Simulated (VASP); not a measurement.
Set up this calculation in VASP 6.6.1, as the native input.

| Property | Result |
| --- | --- |
| Task | single point |
| Functional | PBE |
| Potentials or basis | VASP PAW PBE potentials, release 64 (Ti_sv) |
| Cutoff | 520 eV |
| k mesh | 22 × 22 × 22 |
| Occupations | gaussian, width 0.15 eV |
| Spin | no spin polarisation |
| Dipole correction | no |
| Further INCAR settings | ALGO = Fast; EDIFF = 1e-06; NBANDS = 12 |

The structure of Ti lies in POSCAR:

```
Ti
1.0
   -1.7695298252      1.7695298252      1.5239190854
    1.7695298252     -1.7695298252      1.5239190854
    1.7695298252      1.7695298252     -1.5239190854
Ti
1
Direct
    0.0000000000      0.0000000000      0.0000000000
```

This cell differs from its parent crystal: volume 19.087 Å^3 an atom, c/a of the conventional cell 0.8612.

One way to write it, as run:

INCAR

```
SYSTEM = Ti
  ALGO = Fast
  EDIFF = 1E-6
  ENCUT = 520
  GGA = PE
  ISIF = 2
  ISMEAR = 0
  LASPH = .True.
  LCHARG = .True.
  LELF = .True.
  LREAL = .False.
  LVHAR = .True.
  LWAVE = .False.
  NBANDS = 12
  NELM = 60
  PREC = Accurate
  SIGMA = 0.15
```

KPOINTS

```
k-points
0
Gamma
  22 22 22
  0 0 0
```

Potentials or basis: VASP PAW PBE potentials, release 64 (Ti_sv).

Launch:

```console
$ cat potpaw_PBE.64/Ti_sv/POTCAR > POTCAR
$ mpirun -np 1 vasp_std > vasp.out
```

Results of the run:

| Quantity | Value |
| --- | --- |
| Pressure | -9.0 GPa |
| Band gap on the k mesh | zero (band 6 reaches 7.98 eV, above the bottom of band 7 at 6.68 eV) |

Wall time 2.6 min on 1 thread of Intel(R) Xeon(R) Platinum 8124M CPU @ 3.00GHz (Skylake/Cascade Lake), on a shared host, peak memory 0.3 GiB.
